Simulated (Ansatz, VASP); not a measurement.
One calculation of Fe, two programs

```xyz
2
Lattice="-2.2873 2.2873 1.2261 2.2873 -2.2873 1.2261 2.2873 2.2873 -1.2261" Properties=species:S:1:pos:R:3 pbc="T T T"
Fe    0.0000    0.0000    0.0000
Fe    0.0000    2.2873    0.6130
```

Alike in both runs: functional PBE; k mesh 8 × 8 × 8; occupations gaussian, width 0.1 eV; collinear spin.

Ansatz relaxed the structure, and its values are those at the end. VASP's run is a single point on that final structure, the one shown.

|  | VASP | Ansatz |
| --- | --- | --- |
| version | VASP 6.6.1 | Ansatz 0.2.0 |
| potentials or method | VASP PAW PBE potentials, release 64 (Fe), cutoff 520 eV | scalar-relativistic, plane waves, PAW |
| valence electrons in the cell | 16 | 32 |

```tsv
	VASP	Ansatz	Ansatz less VASP
gap on the k mesh at the Fermi level (eV)	none	none	-
pressure (GPa)	-0.1	0.0	+0.08
net moment per atom (μB)	2.53	2.51	-0.019
size of the moment on the site where the two differ most (μB)	2.52	2.48	-0.030
```

Site moments also hang on the region over which each program counts them. A gap of «none» marks a metal or a gap that the smearing closes. VASP's potentials hold 16 valence electrons a cell and Ansatz's 32, so a difference there can come from the potentials and not from the codes.

The k mesh is coarse, so the values compare programs but aren't converged.
